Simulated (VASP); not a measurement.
# Ba8Zr8HO24 (a cell with a defect) in VASP: single point with PBEsol

Aim: the single point of Ba8Zr8HO24 (a cell with a defect) with PBEsol.

All numbers are computed with VASP 6.6.1; they aren't measurements. Logs are shortened: lines on timing, memory, paths and dates and some standing lists are left out, and cuts for length are marked.

### Step 1. The cell of the first run

The cell holds a defect, 41 atoms: a = 8.362 Å, b = 8.362 Å, c = 8.362 Å, α = 90.00°, β = 90.00°, γ = 90.00°.

### Step 2. Single point, PBEsol

File INCAR:

```
SYSTEM = Ba8Zr8HO24
PREC = Accurate
ENCUT = 520
EDIFF = 1E-7
ISMEAR = -1
SIGMA = 0.05
LREAL = Auto
LASPH = .TRUE.
NELM = 80
ALGO = Normal
ISIF = 2
LWAVE = .FALSE.
LCHARG = .FALSE.
GGA = PS
NELECT = 320.0
ISYM = 0
NBANDS = 186
```

File KPOINTS:

```
Automatic mesh
0
Gamma
  1 1 1
  0.25 0.25 0.25
```

File POSCAR:

```
Ba8Zr8HO24
1.0
    8.3619610000      0.0000000000      0.0000000000
    0.0000000000      8.3619610000      0.0000000000
    0.0000000000      0.0000000000      8.3619610000
Ba Zr O H
8 8 24 1
Direct
    0.9956740000      0.9993300000      0.0025570000
    0.9934150000      0.9999080000      0.4936140000
    0.9964990000      0.4997410000      0.9986170000
    0.9853740000      0.4988480000      0.4888580000
    0.5052910000      0.9997550000      0.0021800000
    0.5090580000      0.9994420000      0.4926940000
    0.5033450000      0.4995890000      0.9971480000
    0.5140400000      0.4996580000      0.4904360000
    0.2504370000      0.2517080000      0.2505520000
    0.2507990000      0.2360190000      0.7487040000
    0.2503920000      0.7471090000      0.2509740000
    0.2507610000      0.7635000000      0.7489740000
    0.7501890000      0.2490390000      0.2449720000
    0.7504250000      0.2489760000      0.7471850000
    0.7502890000      0.7499310000      0.2451030000
    0.7505960000      0.7500860000      0.7471440000
    0.2506350000      0.2259400000      0.9955150000
    0.2497150000      0.2917000000      0.5008730000
    0.2507930000      0.7727400000      0.9957130000
    0.2491610000      0.7059970000      0.5012500000
    0.7499340000      0.2632150000      0.9967950000
    0.7506760000      0.2367640000      0.4959700000
    0.7500250000      0.7357720000      0.9968210000
    0.7508880000      0.7622590000      0.4960830000
    0.0003660000      0.2531210000      0.2469880000
    0.0017530000      0.2397450000      0.7479830000
    0.0004560000      0.7455660000      0.2473310000
    0.0018140000      0.7594710000      0.7482460000
    0.5001610000      0.2450830000      0.2482950000
    0.4989880000      0.2562310000      0.7473640000
    0.5002180000      0.7535950000      0.2484350000
    0.4989510000      0.7430860000      0.7475950000
    0.2469530000      0.9992490000      0.2768260000
    0.2583710000      0.9995820000      0.7077230000
    0.2539510000      0.4992990000      0.2155940000
    0.2428490000      0.4995860000      0.7652580000
    0.7536090000      0.9994640000      0.2324930000
    0.7425650000      0.9995550000      0.7602970000
    0.7471200000      0.4995000000      0.2579150000
    0.7577900000      0.4995030000      0.7328640000
    0.2469410000      0.5010790000      0.6468860000
```

Potentials or basis: VASP PAW PBE potentials, release 64 (Ba_sv, Zr_sv, O, H).

On the command line:

```bash
> cat potpaw_PBE.64/Ba_sv/POTCAR potpaw_PBE.64/Zr_sv/POTCAR potpaw_PBE.64/O/POTCAR potpaw_PBE.64/H/POTCAR > POTCAR
> mpirun -np 1 vasp_std > vasp.out
```

OUTCAR:

```text
SYSTEM = Ba8Zr8HO24
   PREC = Accurate
   ENCUT = 520
   EDIFF = 1E-7
   ISMEAR = -1
   LREAL = Auto
   LASPH = .TRUE.
   NELM = 80
   ISIF = 2
   GGA = PS
   NELECT = 320.0
   ISYM = 0

 ion  position               nearest neighbor table
   1  0.996  0.999  0.003-  37 2.79  17 2.85  19 2.85  28 2.92  26 2.93  38 2.93  25 2.95  27 2.95
                            23 3.01  21 3.02  33 3.11  34 3.30  15 3.56  13 3.56  12 3.60  10 3.60
   2  0.993  1.000  0.494-  33 2.79  22 2.84  24 2.84  34 2.85  26 2.92  28 2.93  25 2.96  27 2.96
                            37 2.96  38 3.06  18 3.25  20 3.26  13 3.58  15 3.58  14 3.60  16 3.60
   3  0.996  0.500  0.999-  35 2.82  36 2.84  23 2.85  21 2.86  27 2.92  25 2.93  40 2.99  39 3.01
                            28 3.02  26 3.02  19 3.12  17 3.12  15 3.59  13 3.59  16 3.61  14 3.61
   4  0.985  0.499  0.489-  41 2.56  39 2.77  40 2.79  20 2.81  18 2.81  25 2.89  27 2.89  22 2.94
                            24 2.95  26 3.07  28 3.08  36 3.16  35 3.20  13 3.52  15 3.53  14 3.59
   5  0.505  1.000  0.002-  37 2.83  38 2.83  17 2.85  19 2.85  29 2.91  31 2.91  21 3.01  23 3.01
                            32 3.02  30 3.02  33 3.15  34 3.21  13 3.56  15 3.56  12 3.59  10 3.60
   6  0.509  0.999  0.493-  34 2.76  22 2.83  24 2.83  33 2.84  29 2.90  31 2.90  38 2.97  37 2.99
                            32 3.02  30 3.03  18 3.27  20 3.28  15 3.56  13 3.57  16 3.60  14 3.60
   7  0.503  0.500  0.997-  35 2.77  23 2.86  21 2.86  32 2.92  36 2.92  30 2.92  39 2.98  31 2.99
                            29 2.99  40 3.07  19 3.11  17 3.11  13 3.60  15 3.60  14 3.61  16 3.61
   8  0.514  0.500  0.490-  41 2.59  39 2.75  20 2.81  18 2.81  40 2.87  31 2.94  29 2.94  24 2.96
                            22 2.96  30 2.96  32 2.96  35 3.16  36 3.23  15 3.53  13 3.54  16 3.59
   9  0.250  0.252  0.251-  29 2.09  35 2.09  25 2.09  18 2.12  33 2.12  17 2.14   4 3.63   8 3.63
                             2 3.63   6 3.64   3 3.64   7 3.64   1 3.65   5 3.65
  10  0.251  0.236  0.749-  34 2.01  17 2.07  30 2.08  26 2.08  18 2.12  36 2.21  41 2.37   5 3.60
                             1 3.60   2 3.62   6 3.63   7 3.69   3 3.71   8 3.79   4 3.80
  11  0.250  0.747  0.251-  31 2.09  27 2.09  35 2.09  33 2.12  20 2.12  19 2.15   8 3.63   4 3.63
                             2 3.63   6 3.64   3 3.64   7 3.64   1 3.65   5 3.65
  12  0.251  0.764  0.749-  34 2.01  19 2.06  28 2.08  32 2.08  20 2.13  36 2.21  41 2.35   5 3.59
                             1 3.60   2 3.62   6 3.63   7 3.69   3 3.71   8 3.79   4 3.81
  13  0.750  0.249  0.245-  21 2.08  37 2.09  29 2.09  25 2.09  39 2.10  22 2.10   4 3.52   8 3.54
                             5 3.56   1 3.56   6 3.57   2 3.58   3 3.59   7 3.60
  14  0.750  0.249  0.747-  38 2.09  21 2.09  40 2.10  26 2.10  22 2.10  30 2.10   4 3.59   8 3.59
                             6 3.60   2 3.60   7 3.61   3 3.61   5 3.62   1 3.62
  15  0.750  0.750  0.245-  23 2.08  37 2.09  31 2.09  27 2.09  39 2.10  24 2.10   4 3.53   8 3.53
                             1 3.56   5 3.56   6 3.56   2 3.58   3 3.59   7 3.60
  16  0.751  0.750  0.747-  38 2.09  23 2.09  40 2.10  24 2.10  28 2.10  32 2.11   8 3.59   4 3.60
                             6 3.60   2 3.60   3 3.61   7 3.61   1 3.62   5 3.62
  17  0.251  0.226  0.996-  10 2.07   9 2.14   5 2.85   1 2.85   7 3.11   3 3.12
  18  0.250  0.292  0.501-   9 2.12  10 2.12   4 2.81   8 2.81   2 3.25   6 3.27
  19  0.251  0.773  0.996-  12 2.06  11 2.15   5 2.85   1 2.85   7 3.11   3 3.12
  20  0.249  0.706  0.501-  11 2.12  12 2.13   4 2.81   8 2.81   2 3.26   6 3.28
  21  0.750  0.263  0.997-  13 2.08  14 2.09   7 2.86   3 2.86   5 3.01   1 3.02
  22  0.751  0.237  0.496-  13 2.10  14 2.10   6 2.83   2 2.84   4 2.94   8 2.96
[... 201 lines left out ...]
   AEXX    =    0.0000 exact exchange contribution
   IVDW    =     0    specifies the selected vdW correction
   LEPSILON=     F    determine dielectric tensor
   LRPA    =     F    only Hartree local field effects (RPA)
 non-spin polarized calculation
  energy-cutoff  :      520.00
  volume of cell :      584.69
 maximum number of plane-waves:     15747
 NGX is ok and might be reduce to    64
   NGX = 31   NGY = 31   NGZ = 31

 number of electron     320.0000022 magnetization

 Free energy of the ion-electron system (eV)
  ---------------------------------------------------
  ext. energy  EPLUGINS =         0.00000000
  ---------------------------------------------------
  free energy    TOTEN  =      -357.35072113 eV

  energy without entropy =     -357.35072113  energy(sigma->0) =     -357.35072113

 E-fermi :   4.8255     XC(G=0): -11.0534

 val. band max:        3.5001088852   @ k =  -0.2500  -0.2500   0.2500
 cond. band min:       7.4752394849   @ k =  -0.2500  -0.2500   0.2500
 fundamental gap:      3.9751305997
 Fermi energy:         4.8254898400

 k-point     1 :       0.2500    0.2500    0.2500
  band No.  band energies     occupation
      1     -43.3357      2.00000
      2     -43.3315      2.00000
      3     -43.2174      2.00000
      4     -43.2125      2.00000
      5     -43.1206      2.00000
      6     -43.1180      2.00000
[... 689 lines left out ...]
    171       8.9204      0.00000
    172       8.9392      0.00000
 [bands above 172 left out]

------------------------ aborting loop because EDIFF is reached ----------------------------------------

  FORCE on cell =-STRESS in cart. coord.  units (eV):
  Direction    XX          YY          ZZ          XY          YZ          ZX
  --------------------------------------------------------------------------------------
  -------------------------------------------------------------------------------------
  Total        0.2048485     -0.6240439     -6.7257374     -0.0060960      0.1070842     -0.3327215
  in kB        0.5613309     -1.7100204    -18.4300314     -0.0167043      0.2934348     -0.9117318
  external PRESSURE =      -6.5262403 kB  Pullay stress =       0.0000000 kB

 VOLUME and BASIS-vectors are now :
 -----------------------------------------------------------------------------
  energy-cutoff  :      520.00
  volume of cell :      584.69
      direct lattice vectors                 reciprocal lattice vectors
     8.361961000  0.000000000  0.000000000     0.119589173  0.000000000  0.000000000
     0.000000000  8.361961000  0.000000000     0.000000000  0.119589173  0.000000000
     0.000000000  0.000000000  8.361961000     0.000000000  0.000000000  0.119589173

 POSITION                                       TOTAL-FORCE (eV/Angst)
 -----------------------------------------------------------------------------------
      8.32579      8.35636      0.02138         0.015974      0.008452     -0.031121
      8.30690      8.36119      4.12758         0.003742     -0.016648      0.031960
      8.33269      4.17881      8.35040         0.009571     -0.008237     -0.021333
      8.23966      4.17135      4.08781         0.019445      0.019405      0.010949
      4.22522      8.35991      0.01823        -0.019173     -0.014918     -0.002349
      4.25672      8.35730      4.11989        -0.003734      0.009564     -0.008524
[... 33 lines left out ...]
      6.33661      4.17682      6.12818        -0.013593      0.004892      0.022992
      2.06491      4.19000      5.40924         0.019345     -0.001989     -0.126623
 -----------------------------------------------------------------------------------
    total drift:                                0.000598      0.021684     -0.010378

  FREE ENERGIE OF THE ION-ELECTRON SYSTEM (eV)
  ---------------------------------------------------
  free  energy   TOTEN  =      -357.3507211320 eV

  energy  without entropy=     -357.3507211320  energy(sigma->0) =     -357.35072113
```

stdout:

```text
POSCAR found type information on POSCAR BaZrO H
 POSCAR found :  4 types and      41 ions
 scaLAPACK will be used
 -----------------------------------------------------------------------------
|                                                                             |
|                                                                             |
|     You enforced a specific xc type in the INCAR file but a different       |
|     I HOPE YOU KNOW WHAT YOU ARE DOING!                                     |
|                                                                             |
 -----------------------------------------------------------------------------

 LDA part: xc-table for (Slater+PW92), standard interpolation
 POSCAR, INCAR and KPOINTS ok, starting setup
 FFT: planning ... GRIDC
 FFT: planning ... GRID_SOFT
 FFT: planning ... GRID
 WAVECAR not read
 entering main loop
 the old and the new charge density differ
 old charge density:   321.00000 new  320.00000
    0.823E+01
```

Run time: 13 min. Hardware: 1 thread of AMD EPYC 7R13 (Zen 3), shared host; peak memory 0.72 GiB.

What came out:

```yaml
Free_energy: -357.3507 eV
Largest_force: 0.128 eV/Å
```

Forces on the atoms (eV/Å):
```
Ba   0.016  0.008 -0.031
Ba   0.004 -0.017  0.032
Ba   0.010 -0.008 -0.021
Ba   0.019  0.019  0.011
Ba  -0.019 -0.015 -0.002
Ba  -0.004  0.010 -0.009
Ba  -0.010  0.006 -0.028
Ba  -0.011 -0.014  0.035
Zr  -0.003  0.001  0.020
Zr  -0.018  0.021 -0.026
Zr  -0.006 -0.008  0.000
Zr  -0.012 -0.037 -0.006
Zr  -0.004  0.000 -0.001
Zr   0.006  0.004 -0.004
Zr   0.000  0.000  0.000
Zr  -0.004 -0.006 -0.005
O    0.009  0.033  0.007
O   -0.007 -0.036  0.002
O   -0.002 -0.030  0.012
O    0.017  0.051  0.009
O    0.003 -0.018 -0.007
O    0.002  0.013  0.006
O    0.006  0.019 -0.002
O   -0.006 -0.013  0.002
O    0.005 -0.014  0.004
O    0.000  0.020 -0.004
O    0.000  0.018 -0.009
O   -0.007 -0.020  0.004
O    0.001  0.019 -0.008
O    0.000 -0.019  0.003
O   -0.008 -0.013  0.004
O    0.007  0.016 -0.012
O   -0.003  0.003 -0.033
O    0.000  0.007  0.034
O    0.000  0.007  0.048
O    0.002 -0.003  0.108
O    0.006  0.002  0.018
O    0.008 -0.001 -0.009
O   -0.001 -0.007 -0.038
O   -0.014  0.005  0.023
H    0.019 -0.002 -0.127
```

Caveat: the k points lie up to 0.75 Å⁻¹ apart; the cell carries a net charge on a neutralising background, which shifts energy and pressure; the cell is charged against a uniform background, so pressure and absolute levels hang on convention; the PAW data sets were made with another functional, which shifts forces and pressure a little; spin-orbit coupling is left out, which moves the levels of the heavy elements.
